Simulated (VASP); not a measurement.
**LaSn3B: density of states with PBE**

Crystal: LaSn3B.

```
B Sn La
1.0
     4.78908    0.00000    0.00000
     0.00000    4.78908    0.00000
     0.00000    0.00000    4.78908
B Sn La
1 3 1
Direct
  0.50000 0.50000 0.50000
  0.00000 0.50000 0.50000
  0.50000 0.00000 0.50000
  0.50000 0.50000 0.00000
  0.00000 0.00000 0.00000
```

```json
{
  "Program": "VASP 6.6.1",
  "Task": "density of states",
  "Functional": "PBE",
  "Potentials or basis": "VASP PAW PBE potentials, release 64 (B, Sn_d, La)",
  "Cutoff": "520 eV",
  "k mesh": "7 × 7 × 7",
  "Occupations": "fermi-dirac, width 0.1 eV",
  "Spin": "no spin polarisation",
  "Dipole correction": "no",
  "k mesh for the DOS": "11 × 11 × 11",
  "Occupations for the DOS": "tetrahedron",
  "Further INCAR settings": "ALGO = Normal; EDIFF = 1e-06; NBANDS = 36"
}
```

```
Valence electrons inside the program's atomic spheres : B 1.70; Sn 12.37; La 8.61
```

Levels at points of the mesh, in eV from the Fermi level:
```csv
k point,band 25,band 26,band 27,band 28,band 29,band 30,band 31,band 32
"(0.00, 0.00, 0.00)",-4.80,-2.74,0.66,0.66,0.66,1.35,1.35,1.36
```

Run time: 3.8 min on 1 thread of AMD EPYC 7R43 64-Core Processor (Zen 3), with other jobs on the host, peak memory 0.32 GiB.

Caveat: spin-orbit coupling is left out, which moves the levels of the heavy elements.
